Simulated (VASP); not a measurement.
Here is a VASP 6.6.1 calculation.

The input INCAR:

```
SYSTEM = FePt
PREC = Accurate
ENCUT = 600
EDIFF = 1E-6
ISMEAR = 0
SIGMA = 0.1
LREAL = .False.
LASPH = .True.
NELM = 200
ALGO = Normal
ISIF = 2
LWAVE = .False.
LCHARG = .True.
ISPIN = 2
MAGMOM = 4 0
LORBIT = 11
LMAXMIX = 4
GGA = PE
LELF = .True.
LVHAR = .True.
NBANDS = 20
GGA_COMPAT = .False.
```

Contents of KPOINTS:

```
Automatic mesh
0
Gamma
  8 8 4
  0 0 0
```

The input POSCAR:

```
FePt
1.0
    1.9273052114     -1.9283685032      0.0000000000
    1.9273052114      1.9283685032      0.0000000000
    0.0000000000      0.0000000000      3.7633107157
Fe Pt
1 1
Direct
    0.5000000000      0.5000000000      0.5000000000
    0.0000000000      0.0000000000      0.0000000000
```

Potentials or basis: VASP PAW PBE potentials, release 64 (Fe, Pt).

Run with:

```bash
$ cat potpaw_PBE.64/Fe/POTCAR potpaw_PBE.64/Pt/POTCAR > POTCAR
$ mpirun -np 1 vasp_std > vasp.out
```

Problem. What does it give for the pressure?

Solution. -0.4 GPa.

Problem. Estimate the site moments.

Solution. Fe +2.92; Pt +0.34 μB.

Caveat: the k points lie up to 0.42 Å⁻¹ apart.
